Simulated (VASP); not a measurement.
## Si: single point with PBE+D3(BJ)

The system is Si.

```
CELL_PARAMETERS angstrom
0.00000 2.71055 2.71055
2.71055 0.00000 2.71055
2.71055 2.71055 0.00000
ATOMIC_POSITIONS crystal
Si 0.00000 0.00000 0.00000
Si 0.25000 0.25000 0.25000
```

```yaml
Program: VASP 6.6.1
Task: single point
Functional: PBE
Dispersion: D3(BJ)
Potentials_or_basis: VASP PAW PBE potentials, release 64 (Si)
Cutoff: 500 eV
k_mesh: 10 × 10 × 10
Occupations: gaussian, width 0.02 eV
Spin: no spin polarisation
Dipole_correction: no
Further_INCAR_settings: ALGO = Normal; EDIFF = 1e-06; NBANDS = 11
```

```json
{
 "Pressure": "-0.1 GPa",
 "Band gap on the k mesh": "0.57 eV (least direct gap 2.57 eV)",
 "Dispersion energy per atom": "-0.316 eV"
}
```

Levels at points of the mesh, in eV from the valence-band top:
| k point | band 1 | band 2 | band 3 | band 4 | band 5 | band 6 | band 7 | band 8 |
| --- | --- | --- | --- | --- | --- | --- | --- | --- |
| (0.00, 0.00, 0.00) | -11.99 | 0.00 | 0.00 | 0.00 | 2.57 | 2.57 | 2.57 | 3.44 |
| (0.50, 0.00, 0.00) | -9.65 | -6.99 | -1.20 | -1.20 | 1.56 | 3.34 | 3.34 | 7.74 |
| (0.50, 0.50, 0.00) | -7.83 | -7.83 | -2.86 | -2.86 | 0.70 | 0.70 | 10.16 | 10.16 |

It took 26 s on 1 thread of Intel Xeon 8259CL, with other jobs on the host, peak memory 0.16 GiB.

A k mesh can miss the band edges.
